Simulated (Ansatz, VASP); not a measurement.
# One calculation of NbPdSe3, two programs

```
Nb Pd Se
1.0
     3.88152    0.00000    0.00000
    -1.94076    3.36150    0.00000
     0.00000    0.00000   10.33249
Nb Pd Se
1 1 3
Direct
  0.00000 0.00000 0.00000
  0.00000 0.00000 0.50000
  0.33333 0.66667 0.15094
  0.33333 0.66667 0.84906
  0.66667 0.33333 0.50000
```

Alike in both runs: task relaxation of cell and atoms; functional PBE; k mesh 12 × 12 × 4; occupations gaussian, width 0.1 eV; no spin polarisation.

|  | VASP | Ansatz |
| --- | --- | --- |
| version | VASP 6.6.1 | Ansatz 0.2.0 |
| potentials or method | VASP PAW PBE potentials, release 64 (Nb_sv, Pd, Se), cutoff 600 eV | scalar-relativistic, plane waves, PAW |
| valence electrons in the cell | 41 | 79 |

```tsv
	VASP	Ansatz	Ansatz less VASP
gap on the k mesh at the Fermi level, each at its own relaxed structure (eV)	none	none	-
relaxed volume (Å³/atom)	28.08	28.21	+0.129
relaxed length of the cell vector where the two differ most in proportion (Å)	10.782	10.838	+0.0562
```

A gap of «none» marks a metal or a gap that the smearing closes. VASP's potentials hold 41 valence electrons a cell and Ansatz's 79, so a difference there can come from the potentials and not from the codes.
